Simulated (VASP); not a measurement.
# KF (R-3m) in VASP: further runs

The runs below take KF through single point, with PBE.

Program: VASP 6.6.1. These are calculated values, not measurements. Logs are shortened: lines on timing, memory, paths and dates and some standing lists are left out, and cuts for length are marked.

## (1) The cell of the first run

The structure is trigonal, space group R-3m (No. 166). The conventional cell has a = 3.731 Å, b = 3.731 Å, c = 9.436 Å, α = 90.00°, β = 90.00°, γ = 120.00°. Within 3.5 Å of K (site symmetry -3m) lie 6 F at 2.67 Å. F (site symmetry -3m) has 6 K at 2.67 Å within 3.5 Å.

## (2) Single point, PBE (18.96 Å³/atom)

Contents of INCAR:

```
SYSTEM = KF
PREC = Accurate
ENCUT = 520
EDIFF = 1E-6
ISMEAR = 0
SIGMA = 0.05
LREAL = .FALSE.
LASPH = .TRUE.
NELM = 100
ALGO = Normal
ISIF = 2
LWAVE = .FALSE.
LCHARG = .TRUE.
GGA = PE
LELF = .TRUE.
LVHAR = .TRUE.
NBANDS = 15
```

Contents of KPOINTS:

```
Automatic mesh
0
G
  8 8 8
  0 0 0
```

Contents of POSCAR:

```
KF
1.0
    0.0573341186      2.6954070600      2.6954070600
    2.6954070600      0.0573341186      2.6954070600
    2.6954070600      2.6954070600      0.0573341186
K F
1 1
Direct
    0.0000000000      0.0000000000      0.0000000000
    0.5000000000      0.5000000000      0.5000000000
```

Potentials or basis: VASP PAW PBE potentials, release 64 (K_sv, F).

On the command line:

```
$ cat potpaw_PBE.64/K_sv/POTCAR potpaw_PBE.64/F/POTCAR > POTCAR
$ mpirun -np 1 vasp_std > vasp.out
```

OUTCAR:

```text
SYSTEM = KF
   PREC = Accurate
   ENCUT = 520
   EDIFF = 1E-6
   ISMEAR = 0
   LREAL = .FALSE.
   LASPH = .TRUE.
   NELM = 100
   ISIF = 2
   GGA = PE

 ion  position               nearest neighbor table
   1  0.000  0.000  0.000-   2 2.67   2 2.67   2 2.67   2 2.67   2 2.67   2 2.67
   2  0.500  0.500  0.500-   1 2.67   1 2.67   1 2.67   1 2.67   1 2.67   1 2.67

  LATTYP: Found a trigonal (rhomboedric) cell.
 ALAT       =     3.8123123743
 COS(alpha) =     0.5211531429

  Lattice vectors:

 A1 = (   0.0573341186,   2.6954070600,   2.6954070600)
 A2 = (   2.6954070600,   0.0573341186,   2.6954070600)
 A3 = (   2.6954070600,   2.6954070600,   0.0573341186)

Analysis of symmetry for initial positions (statically):
=====================================================================
 Subroutine PRICEL returns:
 Original cell was already a primitive cell.

 Routine SETGRP: Setting up the symmetry group for a
 trigonal (rhombohedral) supercell.

 Subroutine GETGRP returns: Found 12 space group operations
 (whereof 12 operations were pure point group operations)
 out of a pool of 12 trial point group operations.

The static configuration has the point symmetry D_3d.

Analysis of symmetry for dynamics (positions and initial velocities):
=====================================================================
 Subroutine PRICEL returns:
 Original cell was already a primitive cell.

 Routine SETGRP: Setting up the symmetry group for a
 trigonal (rhombohedral) supercell.

 Subroutine GETGRP returns: Found 12 space group operations
 (whereof 12 operations were pure point group operations)
 out of a pool of 12 trial point group operations.

The dynamic configuration has the point symmetry D_3d.

 Subroutine INISYM returns: Found 12 space group operations
 (whereof 12 operations are pure point group operations),
 and found     1 'primitive' translations

----------------------------------------------------------------------------------------

                                     Primitive cell

  volume of cell :      37.9160

  direct lattice vectors                    reciprocal lattice vectors
     0.057334119  2.695407060  2.695407060    -0.191526849  0.187537726  0.187537726
     2.695407060  0.057334119  2.695407060     0.187537726 -0.191526849  0.187537726
     2.695407060  2.695407060  0.057334119     0.187537726  0.187537726 -0.191526849

  length of vectors
     3.812312374  3.812312374  3.812312374     0.327144206  0.327144206  0.327144206

  position of ions in fractional coordinates (direct lattice)
     0.000000000  0.000000000  0.000000000
     0.500000000  0.500000000  0.500000000

  ion indices of the primitive-cell ions
   primitive index   ion index
                 1           1
                 2           2

----------------------------------------------------------------------------------------

 KPOINTS: Automatic mesh

Automatic generation of k-mesh.
 Grid dimensions read from file:
 generate k-points for:    8    8    8

 Generating k-lattice:

  Cartesian coordinates                     Fractional coordinates (reciprocal lattice)
    -0.023940856  0.023442216  0.023442216     0.125000000  0.000000000 -0.000000000
     0.023442216 -0.023940856  0.023442216     0.000000000  0.125000000 -0.000000000
     0.023442216  0.023442216 -0.023940856    -0.000000000 -0.000000000  0.125000000

  Length of vectors
     0.040893026  0.040893026  0.040893026

  Shift w.r.t. Gamma in fractional coordinates (k-lattice)
     0.000000000  0.000000000  0.000000000

 Subroutine IBZKPT returns following result:
 ===========================================

 Found     65 irreducible k-points:

 Following reciprocal coordinates:
            Coordinates               Weight
  0.000000  0.000000  0.000000      1.000000
  0.125000  0.000000  0.000000      6.000000
  0.250000  0.000000  0.000000      6.000000
  0.375000  0.000000  0.000000      6.000000
  0.500000  0.000000  0.000000      3.000000
  0.125000  0.125000  0.000000      6.000000
[... 16 lines left out ...]
  0.250000  0.125000  0.125000      6.000000
  0.375000  0.125000  0.125000      6.000000
 [... further k-points ...]
   k-points           NKPTS =     65   k-points in BZ     NKDIM =     65   number of bands    NBANDS=     15
   number of dos      NEDOS =    301   number of ions     NIONS =      2
   total plane-waves  NPLWV =  21952
   dimension x,y,z NGX =    28 NGY =   28 NGZ =   28
   dimension x,y,z NGXF=    56 NGYF=   56 NGZF=   56
   ions per type =               1   1
   NGX,Y,Z   is equivalent  to a cutoff of  12.21, 12.21, 12.21 a.u.
   NGXF,Y,Z  is equivalent  to a cutoff of  24.42, 24.42, 24.42 a.u.
 SYSTEM =  KF
   PREC   = accura    normal or accurate (medium, high low for compatibility)
   ISTART =      0    job   : 0-new  1-cont  2-samecut
   ICHARG =      2    charge: 1-file 2-atom 10-const
   ISPIN  =      1    spin polarized calculation?
   LNONCOLLINEAR =      F non collinear calculations
   LSORBIT =      F    spin-orbit coupling
   LASPH  =      T    aspherical Exc in radial PAW
   ENCUT  =  520.0 eV  38.22 Ry    6.18 a.u.   7.09  7.09  7.09*2*pi/ulx,y,z
   NELM   =    100;   NELMIN=  2; NELMDL= -5     # of ELM steps
   EDIFF  = 0.1E-05   stopping-criterion for ELM
   LREAL  =      F    real-space projection
   EDIFFG = 0.1E-04   stopping-criterion for IOM
   NSW    =      0    number of steps for IOM
   IBRION =     -1    ionic relax: 0-MD 1-quasi-New 2-CG
   NFREE  =      0    steps in history (QN), initial steepest desc. (CG)
   ISIF   =      2    stress and relaxation
   ISYM   =      2    0-nonsym 1-usesym 2-fastsym
   POTIM  = 0.5000    time-step for ionic-motion
   TEBEG  =    0.0;   TEEND  =   0.0 temperature during run
   PSTRESS=    0.0 pullay stress
   NELECT =      16.0000    total number of electrons
   NUPDOWN=      -1.0000    fix difference up-down
   EMIN   =  10.00;   EMAX   =-10.00  energy-range for DOS
   EFERMI =   0.00;   METHOD = LEGACY
   ISMEAR =     0;   SIGMA  =   0.05  broadening in eV -4-tet -1-fermi 0-gaus
   EFERMI_NEDOS =   21; number of points for ismear=-14 and -15
   IALGO  =     38    algorithm
   IMIX   =      4    mixing-type and parameters
     AMIX     =   0.40;   BMIX     =  1.00
     AMIX_MAG =   1.60;   BMIX_MAG =  1.00
  volume/ion in A,a.u.               =      18.96       127.93
  Fermi-wavevector in a.u.,A,eV,Ry     =   1.227931  2.320453 20.515064  1.507815
  Thomas-Fermi vector in A             =   2.362876
   LORBIT       =      0    0 simple, 1 ext, 2 COOP (PROOUT), +10 PAW based schemes
   GGA     = PE    functional components
   LHFCALC =     F    Hartree Fock is set to
   AEXX    =    0.0000 exact exchange contribution
   IVDW    =     0    specifies the selected vdW correction
   LEPSILON=     F    determine dielectric tensor
   LRPA    =     F    only Hartree local field effects (RPA)
 non-spin polarized calculation
 Gauss-broadening in eV      SIGMA  =   0.05
  energy-cutoff  :      520.00
  volume of cell :       37.92
 maximum number of plane-waves:      1031
   NGX = 15   NGY = 15   NGZ = 15

 number of electron      16.0000007 magnetization

 Free energy of the ion-electron system (eV)
  ---------------------------------------------------
  ext. energy  EPLUGINS =         0.00000000
  ---------------------------------------------------
  free energy    TOTEN  =        -8.28542488 eV

  energy without entropy =       -8.28542488  energy(sigma->0) =       -8.28542488

 E-fermi :  -2.4327     XC(G=0):  -8.4323

 val. band max:       -2.7737789003   @ k =   0.0000   0.0000   0.0000
 cond. band min:       3.4076659583   @ k =   0.0000   0.0000   0.0000
 fundamental gap:      6.1814448587
 Fermi energy:        -2.4326901520

 k-point     1 :       0.0000    0.0000    0.0000
  band No.  band energies     occupation
      1     -28.9131      2.00000
      2     -21.4455      2.00000
      3     -12.1680      2.00000
      4     -12.1535      2.00000
      5     -12.1535      2.00000
      6      -2.8064      2.00000
      7      -2.7738      2.00000
      8      -2.7738      2.00000
      9       3.4077      0.00000
     10       7.7003      0.00000
     11       8.0084      0.00000
     12       8.0084      0.00000
     13       9.5953      0.00000
     14       9.5953      0.00000
     15      14.1915      0.00000

 k-point     2 :       0.1250    0.0000    0.0000
  band No.  band energies     occupation
      1     -28.8986      2.00000
      2     -21.4580      2.00000
      3     -12.1992      2.00000
      4     -12.1708      2.00000
      5     -12.1610      2.00000
      6      -2.9211      2.00000
      7      -2.8587      2.00000
      8      -2.8268      2.00000
      9       3.8503      0.00000
     10       7.6901      0.00000
     11       7.9637      0.00000
     12       8.2338      0.00000
     13       9.7297      0.00000
     14       9.7369      0.00000
     15      14.9718      0.00000

 k-point     3 :       0.2500    0.0000    0.0000
  band No.  band energies     occupation
      1     -28.8633      2.00000
      2     -21.4888      2.00000
      3     -12.3053      2.00000
      4     -12.1804      2.00000
      5     -12.1789      2.00000
      6      -3.2231      2.00000
      7      -2.9931      2.00000
      8      -2.9520      2.00000
      9       4.9512      0.00000
     10       7.3391      0.00000
     11       8.4812      0.00000
     12       8.7900      0.00000
     13      10.1526      0.00000
     14      10.1840      0.00000
     15      16.0123      0.00000
[... 343 lines left out ...]
 k-point    23 :       0.2500    0.1250    0.1250
  band No.  band energies     occupation
      1     -28.8798      2.00000
      2     -21.4768      2.00000
      3     -12.2286      2.00000
      4     -12.2250      2.00000
      5     -12.1523      2.00000
      6      -3.1311      2.00000
      7      -2.9301      2.00000
      8      -2.8278      2.00000
      9       4.4452      0.00000
     10       7.2769      0.00000
     11       8.4401      0.00000
     12       8.5414      0.00000
     13       9.9774      0.00000
     14      10.0012      0.00000
     15      15.7859      0.00000

 k-point    24 :       0.3750    0.1250    0.1250
  band No.  band energies     occupation
      1     -28.8448      2.00000
      2     -21.5023      2.00000
      3     -12.3452      2.00000
      4     -12.2524      2.00000
      5     -12.1706      2.00000
      6      -3.3490      2.00000
      7      -3.0476      2.00000
      8      -2.9355      2.00000
      9       5.5381      0.00000
     10       7.1317      0.00000
     11       8.8643      0.00000
     12       9.0280      0.00000
     13      10.3876      0.00000
     14      10.6994      0.00000
     15      15.3736      0.00000

 [... further k-points ...]
[... 5 lines left out ...]
  --------------------------------------------------------------------------------------
  -------------------------------------------------------------------------------------
  Total        0.3850502      0.3850502      0.3850502     -0.0700836     -0.0700836     -0.0700836
  in kB       16.2706675     16.2706675     16.2706675     -2.9614490     -2.9614490     -2.9614490
  external PRESSURE =      16.2706675 kB  Pullay stress =       0.0000000 kB

 VOLUME and BASIS-vectors are now :
 -----------------------------------------------------------------------------
  energy-cutoff  :      520.00
  volume of cell :       37.92
      direct lattice vectors                 reciprocal lattice vectors
     0.057334119  2.695407060  2.695407060    -0.191526849  0.187537726  0.187537726
     2.695407060  0.057334119  2.695407060     0.187537726 -0.191526849  0.187537726
     2.695407060  2.695407060  0.057334119     0.187537726  0.187537726 -0.191526849

 POSITION                                       TOTAL-FORCE (eV/Angst)
 -----------------------------------------------------------------------------------
      0.00000      0.00000      0.00000        -0.000000      0.000000     -0.000000
      2.72407      2.72407      2.72407         0.000000     -0.000000      0.000000
 -----------------------------------------------------------------------------------
    total drift:                                0.000000      0.000000      0.000000

  FREE ENERGIE OF THE ION-ELECTRON SYSTEM (eV)
  ---------------------------------------------------
  free  energy   TOTEN  =        -8.2854248835 eV

  energy  without entropy=       -8.2854248835  energy(sigma->0) =       -8.28542488
```

Run time: 52 s. Hardware: 1 thread of Intel Xeon 8259CL, shared host; peak memory 0.17 GiB.

What came out:

| Quantity | Value |
| --- | --- |
| Free energy | -8.2854 eV |
| Pressure | 1.6 GPa |
| Band gap on the k mesh | 6.18 eV |

Levels at points of the mesh, in eV from the valence-band top:
```csv
k point,band 5,band 6,band 7,band 8,band 9,band 10,band 11,band 12
"(0.00, 0.00, 0.00)",-9.38,-0.03,0.00,0.00,6.18,10.47,10.78,10.78
"(0.50, 0.00, 0.00)",-9.42,-0.81,-0.40,-0.35,9.10,10.67,11.96,12.24
"(0.50, 0.50, 0.00)",-9.59,-0.22,-0.08,-0.06,8.19,10.32,11.85,13.61
"(0.50, 0.50, 0.50)",-9.41,-0.81,-0.32,-0.32,8.99,10.55,12.04,12.04
```

A k mesh can miss the band edges. PBE gaps usually lie below the measured ones, often by a third to a half.

## (3) Single point, PBE (19.28 Å³/atom)

This run uses another cell than the first one, of 19.28 Å³/atom.

Contents of INCAR:

```
SYSTEM = KF
  PREC = Accurate
  ENCUT = 520
  EDIFF = 1E-6
  ISMEAR = 0
  SIGMA = 0.05
  LREAL = .FALSE.
  LASPH = .TRUE.
  NELM = 60
  ALGO = Normal
  ISIF = 2
  LWAVE = .FALSE.
  LCHARG = .FALSE.
  GGA = PE
  NBANDS = 15
```

KPOINTS is that of step 2.

Contents of POSCAR:

```
KF
1.0
    0.0288034057      2.6957854120      2.6957854120
    2.6957854120      0.0288034057      2.6957854120
    2.6957854120      2.6957854120      0.0288034057
K F
1 1
Direct
    0.0000000000      0.0000000000      0.0000000000
    0.5000000000      0.5000000000      0.5000000000
```

Potentials or basis: VASP PAW PBE potentials, release 64 (K_sv, F).

On the command line:

```
$ cat potpaw_PBE.64/K_sv/POTCAR potpaw_PBE.64/F/POTCAR > POTCAR
$ mpirun -np 1 vasp_std > vasp.out
```

Run time: 54 s. Hardware: 1 thread of Intel Xeon 8259CL, shared host; peak memory 0.18 GiB.

It converged, with:

```yaml
Free_energy: -8.2932 eV
Pressure: 1.0 GPa
Band_gap_on_the_k_mesh: 6.10 eV
```

Stress tensor (GPa, compression positive):
```
 1.04 -0.15 -0.15
-0.15  1.04 -0.15
-0.15 -0.15  1.04
```

Levels at points of the mesh, in eV from the valence-band top:
```tsv
k point	band 5	band 6	band 7	band 8	band 9	band 10	band 11	band 12
(0.00, 0.00, 0.00)	-9.43	-0.02	0.00	0.00	6.10	10.54	10.69	10.69
(0.50, 0.00, 0.00)	-9.47	-0.79	-0.36	-0.34	9.03	10.54	11.95	12.09
(0.50, 0.50, 0.00)	-9.63	-0.22	-0.07	-0.06	8.18	10.24	11.72	13.54
(0.50, 0.50, 0.50)	-9.46	-0.79	-0.32	-0.32	8.98	10.47	11.99	11.99
```

A k mesh can miss the band edges.
